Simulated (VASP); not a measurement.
A run of VASP 6.6.1:

INCAR

```
SYSTEM = Al2InSb3
PREC = Accurate ; ENCUT = 600
EDIFF = 1E-7 ; ISMEAR = 0
SIGMA = 0.02 ; LREAL = .False.
LASPH = .True. ; NELM = 80
ALGO = Normal ; ISIF = 4
LWAVE = .False. ; LCHARG = .False.
GGA = PE ; IBRION = 2
NSW = 50 ; EDIFFG = -0.01
```

The input KPOINTS:

```
regular mesh
0
Gamma
  12 12 4
  0 0 0
```

The input POSCAR:

```
Al2InSb3
1.0
    4.3536869031      0.0000000000      0.0000000000
   -2.1768434515      3.7704034582      0.0000000000
    0.0000000000      0.0000000000     10.6887662606
Al In Sb
2 1 3
Direct
    0.3333333333      0.6666666667      0.4103807059
    0.6666666667      0.3333333333      0.0880331144
    0.0000000000      0.0000000000      0.7526156857
    0.0000000000      0.0000000000      0.0116550515
    0.3333333333      0.6666666667      0.6539419036
    0.6666666667      0.3333333333      0.3333735389
```

Potentials or basis: VASP PAW PBE potentials, release 64 (Al, In_d, Sb).

Run with:

```bash
$ cat potpaw_PBE.64/Al/POTCAR potpaw_PBE.64/In_d/POTCAR potpaw_PBE.64/Sb/POTCAR > POTCAR
$ mpirun -np 1 vasp_std > vasp.out
```

Hardware: 1 thread of Intel Xeon 8259CL (shared host).

Task: How long does it take, and how much memory?

Result: Run time: 17 min on 1 thread of Intel Xeon 8259CL, with other jobs on the host, peak memory 0.56 GiB. Counts: scf iterations 40, k points 69, ion steps 6.
